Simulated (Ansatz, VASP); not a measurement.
**MnO2: VASP beside Ansatz**

```
Mn O
1.0
     4.39600    0.00000    0.00000
     0.00000    4.39600    0.00000
     0.00000    0.00000    2.87100
Mn O
2 4
Direct
  0.00000 0.00000 0.00000
  0.50000 0.50000 0.50000
  0.30200 0.30200 0.00000
  0.19800 0.80200 0.50000
  0.69800 0.69800 0.00000
  0.80200 0.19800 0.50000
```

Alike in both runs: task single point; functional LDA; k mesh 4 × 4 × 7; occupations gaussian, width 0.05 eV; collinear spin; Hubbard terms Mn d U = 4.0 eV.

|  | VASP | Ansatz |
| --- | --- | --- |
| version | VASP 6.6.1 | Ansatz 0.2.0 |
| potentials or method | VASP PAW LDA potentials, release 64 (Mn_sv, O), cutoff 600 eV | scalar-relativistic, plane waves, PAW |
| valence electrons in the cell | 54 | 54 |

|  | VASP | Ansatz | Ansatz less VASP |
| --- | --- | --- | --- |
| pressure (GPa) | -8.6 | -6.4 | +2.21 |
| traceless stress, the component that is largest in VASP (GPa) | -1.27 | -0.25 | +1.021 |
| rms of the force components (eV/Å) | 0.256 | 0.258 | +0.0019 |
| net moment per atom (μB) | 1.00 | 1.00 | 0.000 |
| size of the moment on the site where the two differ most (μB) | 2.86 | 2.63 | -0.232 |

LDA's correlation is that of Perdew and Zunger in VASP and of Perdew and Wang (1992) in Ansatz. Site moments also hang on the region over which each program counts them. The programs project onto different local orbitals, so the same U acts differently, and such runs can settle in different states. Atom by atom the forces differ by 0.002 eV/Å (rms over components). Ansatz's warnings: filled band counts differ across k points, stress scf threshold loose.
